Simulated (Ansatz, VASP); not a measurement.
TaN: VASP beside Ansatz

Contents of INCAR:

```
ALGO     = Normal         # electronic algorithm
EDIFF    = 1E-6           # SCF threshold, eV
ENCUT    = 520            # plane-wave cutoff, eV
GGA      = PS             # functional
ISIF     = 2              # what is computed and relaxed
ISMEAR   = 0              # smearing method
LASPH    = T              # aspherical terms in the spheres
LCHARG   = F              # write CHGCAR
LREAL    = F              # projectors in reciprocal space
LWAVE    = F              # write WAVECAR
NBANDS   = 24             # bands
NELM     = 60             # most SCF steps
PREC     = Accurate       # precision mode
SIGMA    = 0.02           # smearing width, eV
```

The input KPOINTS:

```
k-points
0
Gamma
  14 14 14
```

The input POSCAR:

```
TaN
1.0
   -1.4439996563      1.4439996563      5.0986755961
    1.4439996563     -1.4439996563      5.0986755961
    1.4439996563      1.4439996563     -5.0986755961
Ta N
2 2
Direct
    0.7504672867      0.7504672867      0.0000000000
    0.5004672867      1.0004672867      0.5000000000
    0.3321612883      0.3321612883      0.0000000000
    0.0821612883      0.5821612883      0.5000000000
```

Input for Ansatz:

```yaml
crystal:
  lattice:
    - [-1.4439996563, 1.4439996563, 5.0986755961]
    - [1.4439996563, -1.4439996563, 5.0986755961]
    - [1.4439996563, 1.4439996563, -5.0986755961]
  atoms:
    - { symbol: Ta, position: [0.7504672867, 0.7504672867, 0.0] }
    - { symbol: Ta, position: [0.5004672867, 1.0004672867, 0.5] }
    - { symbol: "N", position: [0.3321612883, 0.3321612883, 0.0] }
    - { symbol: "N", position: [0.0821612883, 0.5821612883, 0.5] }
basis:
  ecutwfc: 420
kpoints:
  mp_grid: { grid: [14, 14, 14] }
  band_path: { path: [VBM, CBM], npoints: 2 }
hamiltonian:
  xc: pbesol
scf:
  occupations: { method: gaussian, width: 0.02 }
output:
  forces: true
  stress: true
  eigenvalues: true
checkpoint:
  read: start.run
  write: ck
  compress: false
  write_wavefunctions: false
  write_every: 100000
```

Alike in both runs: task single point; functional PBEsol; k mesh 14 × 14 × 14; occupations gaussian, width 0.02 eV; no spin polarisation.

|  | VASP | Ansatz |
| --- | --- | --- |
| version | VASP 6.6.1 | Ansatz 0.2.0 |
| potentials or method | VASP PAW PBE potentials, release 64 (Ta_pv, N), cutoff 520 eV | scalar-relativistic, plane waves, PAW |
| valence electrons in the cell | 32 | 36 |

```csv
,VASP,Ansatz,Ansatz less VASP
gap on the k mesh at the Fermi level (eV),0.68,0.68,+0.008
least direct gap on the mesh (eV),0.99,1.00,+0.008
pressure (GPa),0.8,0.0,-0.84
"traceless stress, the component that is largest in VASP (GPa)",-0.19,-0.09,+0.105
```

VASP's potentials were made for PBE, not for PBEsol. The functional is the same, so the differences come from potentials, cutoffs and numerics. VASP's potentials hold 32 valence electrons a cell and Ansatz's 36, so a difference there can come from the potentials and not from the codes.

Neither program's run includes spin-orbit coupling.
